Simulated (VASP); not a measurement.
Set up this calculation in VASP 6.6.1, as the native input.

* Task: single point
* Functional: revPBE
* Potentials or basis: VASP PAW PBE potentials, release 64 (Si, Ni)
* Cutoff: 520 eV
* k mesh: 8 × 8 × 8
* Occupations: gaussian, width 0.05 eV
* Spin: collinear spin, ferromagnetic start
* Starting moments: [0.0, 0.0, 0.05] μB
* Dipole correction: no
* Further INCAR settings: ALGO = Normal; EDIFF = 1e-07; NBANDS = 20

The structure of Si2Ni lies in POSCAR:

```
Si2Ni
1.0
    0.0000000000      2.7521214981      2.7521214981
    2.7521214981      0.0000000000      2.7521214981
    2.7521214981      2.7521214981      0.0000000000
Si Ni
2 1
Direct
    0.2500000000      0.2500000000      0.2500000000
    0.7500000000      0.7500000000      0.7500000000
    0.0000000000      0.0000000000      0.0000000000
```

This cell differs from its parent crystal: volume scaled by 1.02.

One way to write it, as run:

INCAR

```
PREC = Accurate ; ENCUT = 520
EDIFF = 1E-7 ; ISMEAR = 0
SIGMA = 0.05 ; LREAL = False
LASPH = True ; NELM = 150
ALGO = Normal ; ISIF = 2
LWAVE = False ; LCHARG = False
ISPIN = 2 ; MAGMOM = 0 0 0.05
LORBIT = 11 ; LMAXMIX = 4
GGA = RE ; NBANDS = 20
```

KPOINTS

```
Automatic mesh
0
Gamma
  8 8 8
```

Potentials or basis: VASP PAW PBE potentials, release 64 (Si, Ni).

Launch:

```sh
$ cat potpaw_PBE.64/Si/POTCAR potpaw_PBE.64/Ni/POTCAR > POTCAR
$ mpirun -np 1 vasp_std > vasp.out
```

It gave:

| Item | Value |
| --- | --- |
| Pressure | -2.3 GPa |
| Band gap on the k mesh | zero (filled and empty bands overlap) |
| Net moment | 0.00 μB per cell |
| Valence electrons inside the program's atomic spheres | Si 1.56; Ni 9.67 |

Caveat: the PAW data sets were made with another functional, which shifts forces and pressure a little.

It took 67 s on 1 thread of Intel(R) Xeon(R) Platinum 8488C (Sapphire Rapids), on a shared host, peak memory 0.2 GiB.
